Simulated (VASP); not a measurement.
# SnSe (I4/mmm) in VASP: further runs, part 2 of 2

VASP 6.6.1. Earlier steps stand in the parts before.

## Step 5: Single point, r2SCAN (strain +0.0450 x Voigt [1, 0, 0, 0, 0, 0])

POSCAR

```
SnSe
1.0
    0.0000000000      3.0100000000      3.0100000000
    3.1454500000      0.0000000000      3.0100000000
    3.1454500000      3.0100000000      0.0000000000
Sn Se
1 1
Direct
    0.0000000000      0.0000000000      0.0000000000
    0.5000000000      0.5000000000      0.5000000000
```

INCAR.step1

```
ALGO = Normal
EDIFF = 1E-4
ENCUT = 520
GGA = PE
ISMEAR = 0
LASPH = T
LCHARG = F
LREAL = F
LWAVE = T
NBANDS = 17
NELM = 60
PREC = Accurate
SIGMA = 0.05
```

INCAR.step2

```
ALGO = Normal
EDIFF = 1E-6
ENCUT = 520
ISIF = 2
ISMEAR = 0
ISTART = 1
LASPH = T
LCHARG = F
LMIXTAU = T
LREAL = F
LWAVE = F
METAGGA = R2SCAN
NBANDS = 17
NELM = 60
PREC = Accurate
SIGMA = 0.05
```

KPOINTS

```
k-points
0
Gamma
  10 10 10
```

Potentials or basis: VASP PAW PBE potentials, release 64 (Sn_d, Se).

On the command line:

```bash
> cat potpaw_PBE.64/Sn_d/POTCAR potpaw_PBE.64/Se/POTCAR > POTCAR
> cp INCAR.step1 INCAR
> mpirun -np 1 vasp_std > vasp.out
> cp INCAR.step2 INCAR
> mpirun -np 1 vasp_std > vasp.out
```

OUTCAR:

```text
EDIFF = 1E-6
   ENCUT = 520
   ISIF = 2
   ISMEAR = 0
   ISTART = 1
   LASPH = T
   LREAL = F
   METAGGA = R2SCAN
   NELM = 60
   PREC = Accurate

 ion  position               nearest neighbor table
   1  0.000  0.000  0.000-   2 3.01   2 3.01   2 3.01   2 3.01   2 3.15   2 3.15
   2  0.500  0.500  0.500-   1 3.01   1 3.01   1 3.01   1 3.01   1 3.15   1 3.15

  LATTYP: Found a body centered tetragonal cell.
 ALAT       =     4.2567828227
 C/A-ratio  =     1.4778531727

  Lattice vectors:

 A1 = (   3.1454500000,   0.0000000000,   3.0100000000)
 A2 = (   3.1454500000,   0.0000000000,  -3.0100000000)
 A3 = (  -3.1454500000,   3.0100000000,   0.0000000000)

Analysis of symmetry for initial positions (statically):
=====================================================================
 Subroutine PRICEL returns:
 Original cell was already a primitive cell.

 Routine SETGRP: Setting up the symmetry group for a
 body centered tetragonal supercell.

 Subroutine GETGRP returns: Found 16 space group operations
 (whereof 16 operations were pure point group operations)
 out of a pool of 16 trial point group operations.

The static configuration has the point symmetry D_4h.

Analysis of symmetry for dynamics (positions and initial velocities):
=====================================================================
 Subroutine PRICEL returns:
 Original cell was already a primitive cell.

 Routine SETGRP: Setting up the symmetry group for a
 body centered tetragonal supercell.

 Subroutine GETGRP returns: Found 16 space group operations
 (whereof 16 operations were pure point group operations)
 out of a pool of 16 trial point group operations.

The dynamic configuration has the point symmetry D_4h.

 Subroutine INISYM returns: Found 16 space group operations
 (whereof 16 operations are pure point group operations),
 and found     1 'primitive' translations

----------------------------------------------------------------------------------------

                                     Primitive cell

  volume of cell :      56.9962

  direct lattice vectors                    reciprocal lattice vectors
     0.000000000  3.010000000  3.010000000    -0.158959767  0.166112957  0.166112957
     3.145450000  0.000000000  3.010000000     0.158959767 -0.166112957  0.166112957
     3.145450000  3.010000000  0.000000000     0.158959767  0.166112957 -0.166112957

  length of vectors
     4.256782823  4.353614097  4.353614097     0.283646323  0.283646323  0.283646323

  position of ions in fractional coordinates (direct lattice)
     0.000000000  0.000000000  0.000000000
     0.500000000  0.500000000  0.500000000

  ion indices of the primitive-cell ions
   primitive index   ion index
                 1           1
                 2           2

----------------------------------------------------------------------------------------

 KPOINTS: k-points

Automatic generation of k-mesh.
 Grid dimensions read from file:
 generate k-points for:   10   10   10

 Generating k-lattice:

  Cartesian coordinates                     Fractional coordinates (reciprocal lattice)
    -0.015895977  0.016611296  0.016611296     0.100000000  0.000000000  0.000000000
     0.015895977 -0.016611296  0.016611296     0.000000000  0.100000000 -0.000000000
     0.015895977  0.016611296 -0.016611296     0.000000000 -0.000000000  0.100000000

  Length of vectors
     0.028364632  0.028364632  0.028364632

  Shift w.r.t. Gamma in fractional coordinates (k-lattice)
     0.000000000  0.000000000  0.000000000

 Subroutine IBZKPT returns following result:
 ===========================================

 Found    102 irreducible k-points:

 Following reciprocal coordinates:
            Coordinates               Weight
  0.000000  0.000000  0.000000      1.000000
  0.100000 -0.000000 -0.000000      8.000000
  0.200000 -0.000000 -0.000000      8.000000
  0.300000  0.000000  0.000000      8.000000
  0.400000 -0.000000 -0.000000      8.000000
  0.500000 -0.000000 -0.000000      4.000000
[... 16 lines left out ...]
  0.300000  0.300000  0.000000      4.000000
  0.400000  0.300000 -0.000000     16.000000
 [... further k-points ...]
   k-points           NKPTS =    102   k-points in BZ     NKDIM =    102   number of bands    NBANDS=     17
   number of dos      NEDOS =    301   number of ions     NIONS =      2
   total plane-waves  NPLWV =  32768
   dimension x,y,z NGX =    32 NGY =   32 NGZ =   32
   dimension x,y,z NGXF=    64 NGYF=   64 NGZF=   64
   ions per type =               1   1
   NGX,Y,Z   is equivalent  to a cutoff of  12.50, 12.22, 12.22 a.u.
   NGXF,Y,Z  is equivalent  to a cutoff of  24.99, 24.44, 24.44 a.u.
 SYSTEM =  unknown system
   PREC   = accura    normal or accurate (medium, high low for compatibility)
   ISTART =      1    job   : 0-new  1-cont  2-samecut
   ICHARG =      0    charge: 1-file 2-atom 10-const
   ISPIN  =      1    spin polarized calculation?
   LNONCOLLINEAR =      F non collinear calculations
   LSORBIT =      F    spin-orbit coupling
   LASPH  =      T    aspherical Exc in radial PAW
   ENCUT  =  520.0 eV  38.22 Ry    6.18 a.u.   7.91  8.09  8.09*2*pi/ulx,y,z
   NELM   =     60;   NELMIN=  2; NELMDL=  0     # of ELM steps
   EDIFF  = 0.1E-05   stopping-criterion for ELM
   LREAL  =      F    real-space projection
   EDIFFG = 0.1E-04   stopping-criterion for IOM
   NSW    =      0    number of steps for IOM
   IBRION =     -1    ionic relax: 0-MD 1-quasi-New 2-CG
   NFREE  =      0    steps in history (QN), initial steepest desc. (CG)
   ISIF   =      2    stress and relaxation
   ISYM   =      2    0-nonsym 1-usesym 2-fastsym
   POTIM  = 0.5000    time-step for ionic-motion
   TEBEG  =    0.0;   TEEND  =   0.0 temperature during run
   PSTRESS=    0.0 pullay stress
   NELECT =      20.0000    total number of electrons
   NUPDOWN=      -1.0000    fix difference up-down
   EMIN   =  10.00;   EMAX   =-10.00  energy-range for DOS
   EFERMI =   0.00;   METHOD = LEGACY
   ISMEAR =     0;   SIGMA  =   0.05  broadening in eV -4-tet -1-fermi 0-gaus
   EFERMI_NEDOS =   21; number of points for ismear=-14 and -15
   IALGO  =     38    algorithm
   IMIX   =      4    mixing-type and parameters
     AMIX     =   0.40;   BMIX     =  1.00
     AMIX_MAG =   1.60;   BMIX_MAG =  1.00
  volume/ion in A,a.u.               =      28.50       192.31
  Fermi-wavevector in a.u.,A,eV,Ry     =   1.154701  2.182069 18.141118  1.333335
  Thomas-Fermi vector in A             =   2.291335
   LORBIT       =      0    0 simple, 1 ext, 2 COOP (PROOUT), +10 PAW based schemes
   METAGGA = R2SCAN    functional components
   LHFCALC =     F    Hartree Fock is set to
   AEXX    =    0.0000 exact exchange contribution
   IVDW    =     0    specifies the selected vdW correction
   LEPSILON=     F    determine dielectric tensor
   LRPA    =     F    only Hartree local field effects (RPA)
 non-spin polarized calculation
 Gauss-broadening in eV      SIGMA  =   0.05
  energy-cutoff  :      520.00
  volume of cell :       57.00
 maximum number of plane-waves:      1552
   NGX = 15   NGY = 17   NGZ = 17

 number of electron      19.9999997 magnetization

 Free energy of the ion-electron system (eV)
  ---------------------------------------------------
  ext. energy  EPLUGINS =         0.00000000
  ---------------------------------------------------
  free energy    TOTEN  =       -39.83633316 eV

  energy without entropy =      -39.83633315  energy(sigma->0) =      -39.83633315

 E-fermi :   5.3893     XC(G=0):  -9.9701

 val. band max:        5.2340454204   @ k =   0.5000  -0.0000  -0.0000
 cond. band min:       5.5445019442   @ k =   0.5000  -0.0000  -0.0000
 fundamental gap:      0.3104565238
 Fermi energy:         5.3892682345

 k-point     1 :       0.0000    0.0000    0.0000
  band No.  band energies     occupation
      1     -17.3485      2.00000
      2     -17.3411      2.00000
      3     -17.3411      2.00000
      4     -17.3253      2.00000
      5     -17.3248      2.00000
      6      -9.1995      2.00000
[... 9 lines left out ...]
     16      11.4397      0.00000
     17      12.9603      0.00000
[... 441 lines left out ...]
 k-point    24 :       0.4000    0.3000   -0.0000
  band No.  band energies     occupation
      1     -17.3528      2.00000
      2     -17.3449      2.00000
      3     -17.3353      2.00000
      4     -17.3311      2.00000
      5     -17.3109      2.00000
      6      -8.2806      2.00000
[... 9 lines left out ...]
     16      16.1897      0.00000
     17      16.8870      0.00000

 [... further k-points ...]

------------------------ aborting loop because EDIFF is reached ----------------------------------------

  FORCE on cell =-STRESS in cart. coord.  units (eV):
  Direction    XX          YY          ZZ          XY          YZ          ZX
  --------------------------------------------------------------------------------------
  -------------------------------------------------------------------------------------
  Total       -1.6366620     -0.2050205     -0.2050205      0.0000000      0.0000000     -0.0000000
  in kB      -46.0069898     -5.7631790     -5.7631790      0.0000000      0.0000000     -0.0000000
  external PRESSURE =     -19.1777826 kB  Pullay stress =       0.0000000 kB

 VOLUME and BASIS-vectors are now :
 -----------------------------------------------------------------------------
  energy-cutoff  :      520.00
  volume of cell :       57.00
      direct lattice vectors                 reciprocal lattice vectors
     0.000000000  3.010000000  3.010000000    -0.158959767  0.166112957  0.166112957
     3.145450000  0.000000000  3.010000000     0.158959767 -0.166112957  0.166112957
     3.145450000  3.010000000  0.000000000     0.158959767  0.166112957 -0.166112957

 POSITION                                       TOTAL-FORCE (eV/Angst)
 -----------------------------------------------------------------------------------
      0.00000      0.00000      0.00000        -0.000000      0.000000      0.000000
      3.14545      3.01000      3.01000         0.000000     -0.000000     -0.000000
 -----------------------------------------------------------------------------------
    total drift:                                0.000000     -0.000000     -0.000000

  FREE ENERGIE OF THE ION-ELECTRON SYSTEM (eV)
  ---------------------------------------------------
  free  energy   TOTEN  =       -39.8363331612 eV

  energy  without entropy=      -39.8363331465  energy(sigma->0) =      -39.83633315
```

OSZICAR.step1:

```text
N       E                     dE             d eps       ncg     rms          rms(c)
DAV:   1     0.133270136966E+03    0.13327E+03   -0.98071E+03  3496   0.141E+03
DAV:   2     0.483950243502E+01   -0.12843E+03   -0.12436E+03  3684   0.348E+02
DAV:   3    -0.805561372829E+01   -0.12895E+02   -0.12784E+02  4244   0.951E+01
DAV:   4    -0.839710937209E+01   -0.34150E+00   -0.34124E+00  4130   0.162E+01
DAV:   5    -0.840673151667E+01   -0.96221E-02   -0.96216E-02  5104   0.271E+00    0.292E+00
DAV:   6    -0.818961860430E+01    0.21711E+00   -0.55296E-01  4918   0.411E+00    0.169E+00
DAV:   7    -0.818872339433E+01    0.89521E-03   -0.91069E-02  3941   0.133E+00    0.889E-01
DAV:   8    -0.819118956980E+01   -0.24662E-02   -0.10187E-02  4234   0.880E-01    0.132E-01
DAV:   9    -0.819091679134E+01    0.27278E-03   -0.17323E-03  4734   0.315E-01    0.598E-02
DAV:  10    -0.819101064974E+01   -0.93858E-04   -0.21766E-04  4113   0.825E-02
   1 F= -.81910106E+01 E0= -.81910106E+01  d E =-.140093E-10
```

Wall time 6.6 min (1 thread of Intel Xeon 8259CL, shared host); peak memory 0.26 GiB.

What came out:

```
Free energy            : -39.8363 eV
Pressure               : -1.9 GPa
Band gap on the k mesh : 0.31 eV
```

Caveat: the cell differs from its parent crystal (strain +0.0450 x Voigt [1, 0, 0, 0, 0, 0]); semilocal functionals underestimate gaps, and a narrow one can read as zero; the PAW data sets were made with another functional, which shifts forces and pressure a little; spin-orbit coupling is left out, which moves the levels of the heavy elements. A k mesh can miss the band edges.

## Step 6: Single point, r2SCAN (strain +0.0525 x Voigt [1, 0, 0, 0, 0, 0])

POSCAR

```
SnSe
1.0
    0.0000000000      3.0100000000      3.0100000000
    3.1680250000      0.0000000000      3.0100000000
    3.1680250000      3.0100000000      0.0000000000
Sn Se
1 1
Direct
    0.0000000000      0.0000000000      0.0000000000
    0.5000000000      0.5000000000      0.5000000000
```

INCAR.step1

```
  ALGO = Normal
  EDIFF = 1E-4
  ENCUT = 520
  GGA = PE
  ISMEAR = 0
  LASPH = True
  LCHARG = False
  LREAL = False
  LWAVE = True
  NBANDS = 17
  NELM = 60
  PREC = Accurate
  SIGMA = 0.05
```

INCAR.step2

```
  ALGO = Normal
  EDIFF = 1E-6
  ENCUT = 520
  ISIF = 2
  ISMEAR = 0
  ISTART = 1
  LASPH = True
  LCHARG = False
  LMIXTAU = True
  LREAL = False
  LWAVE = False
  METAGGA = R2SCAN
  NBANDS = 17
  NELM = 60
  PREC = Accurate
  SIGMA = 0.05
```

KPOINTS is that of step 5.

Potentials or basis: VASP PAW PBE potentials, release 64 (Sn_d, Se).

On the command line:

```bash
> cat potpaw_PBE.64/Sn_d/POTCAR potpaw_PBE.64/Se/POTCAR > POTCAR
> cp INCAR.step1 INCAR
> mpirun -np 1 vasp_std > vasp.out
> cp INCAR.step2 INCAR
> mpirun -np 1 vasp_std > vasp.out
```

It took 11 min on 1 thread of Intel Xeon 8259CL, shared host; peak memory 0.28 GiB.

It converged, with:

```yaml
Free_energy: -39.8241 eV
Pressure: -2.1 GPa
Band_gap_on_the_k_mesh: 0.30 eV
```

Stress tensor (GPa, compression positive):
```
-5.11  0.00  0.00
 0.00 -0.67  0.00
 0.00  0.00 -0.67
```

Levels at points of the mesh, in eV from the valence-band top:
| k point | band 8 | band 9 | band 10 | band 11 | band 12 | band 13 |
| --- | --- | --- | --- | --- | --- | --- |
| (0.00, 0.00, 0.00) | -2.65 | -2.65 | -2.19 | 3.41 | 4.56 | 4.56 |
| (0.50, 0.00, 0.00) | -2.28 | -2.19 | 0.00 | 0.30 | 1.08 | 1.28 |
| (0.50, 0.50, 0.00) | -5.64 | -4.18 | -3.61 | 3.23 | 4.48 | 5.70 |
| (0.00, 0.50, 0.50) | -5.51 | -3.80 | -3.80 | 3.39 | 5.34 | 5.36 |

Caveat: the cell differs from its parent crystal (strain +0.0525 x Voigt [1, 0, 0, 0, 0, 0]); semilocal functionals underestimate gaps, and a narrow one can read as zero; the PAW data sets were made with another functional, which shifts forces and pressure a little; spin-orbit coupling is left out, which moves the levels of the heavy elements. A k mesh can miss the band edges.

## Step 7: Summary

| cell | gap on the mesh (eV) | pressure (GPa) |
| --- | --- | --- |
| a = 4.257, b = 4.225, c = 4.225 Å, angles 60.5, 59.8, 59.8°, 2 atoms | 0.48 | 0.8 |
| a = 4.257, b = 4.289, c = 4.289 Å, angles 59.5, 60.2, 60.2°, 2 atoms | 0.39 | -0.8 |
| a = 4.257, b = 4.321, c = 4.321 Å, angles 59.0, 60.5, 60.5°, 2 atoms | 0.35 | -1.4 |
| a = 4.257, b = 4.354, c = 4.354 Å, angles 58.5, 60.7, 60.7°, 2 atoms | 0.31 | -1.9 |
| a = 4.257, b = 4.370, c = 4.370 Å, angles 58.3, 60.9, 60.9°, 2 atoms | 0.30 | -2.1 |

Alike in all rows: task single point; level r2SCAN; potentials or basis VASP PAW PBE potentials, release 64 (Sn_d, Se); no spin polarisation; k mesh 10 × 10 × 10; cutoff (eV) 520; smearing gaussian 0.05 eV.

Caveats: semilocal functionals underestimate gaps, and a narrow one can read as zero; the PAW data sets were made with another functional, which shifts forces and pressure a little; spin-orbit coupling is left out, which moves the levels of the heavy elements.

Absolute energies hang on the potentials; compare differences alone.
